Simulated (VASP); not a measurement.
Crystal: ZnPt3S4.

```
Zn Pt S
1.0
     5.41741    0.00000    0.00000
     0.00000    5.41741    0.00000
     0.00000    0.00000    5.41741
Zn Pt S
1 3 4
Direct
  0.50000 0.50000 0.50000
  0.50000 0.00000 0.00000
  0.00000 0.50000 0.00000
  0.00000 0.00000 0.50000
  0.00000 0.50000 0.50000
  0.50000 0.00000 0.50000
  0.50000 0.50000 0.00000
  0.00000 0.00000 0.00000
```

* Program: VASP 6.6.1
* Task: relaxation of cell and atoms
* Functional: PBEsol
* Potentials or basis: VASP PAW PBE potentials, release 64 (Zn, Pt, S)
* Cutoff: 600 eV
* k mesh: 4 × 4 × 4
* Occupations: fermi-dirac, width 0.03 eV
* Spin: no spin polarisation

At the start: pressure -20.8 GPa; volume 19.87 Å³/atom.

Q: Where does the relaxation end?

A: Over 4 steps the energy falls by 361.8 meV/atom and the volume is 15.52 Å³/atom (-21.9 %); space group Pm-3m (No. 221, to 0.1 Å) before and after.

The path:
| step | energy change (eV) | largest force (eV/Å) | pressure (GPa) | volume (Å³) |
| --- | --- | --- | --- | --- |
| 1 | 0.0000 | 0.0000 | -20.75 | 158.99 |
| 2 | -1.3345 | 0.0000 | 33.39 | 106.81 |
| 3 | -2.8926 | 0.0000 | -0.82 | 124.75 |
| 4 | -2.8941 | 0.0000 | -0.02 | 124.12 |

Final structure:
```xyz
8
Lattice="4.9883 0.0000 0.0000 0.0000 4.9883 0.0000 0.0000 0.0000 4.9883" Properties=species:S:1:pos:R:3 pbc="T T T"
Zn    2.4941    2.4941    2.4941
Pt    2.4941    0.0000    0.0000
Pt    0.0000    2.4941    0.0000
Pt    0.0000    0.0000    2.4941
S     0.0000    2.4941    2.4941
S     2.4941    0.0000    2.4941
S     2.4941    2.4941    0.0000
S     0.0000    0.0000    0.0000
```

Caveat: the volume moved by over 15 % at a fixed basis, so the end points are rough; the PAW data sets were made with another functional, which shifts forces and pressure a little.
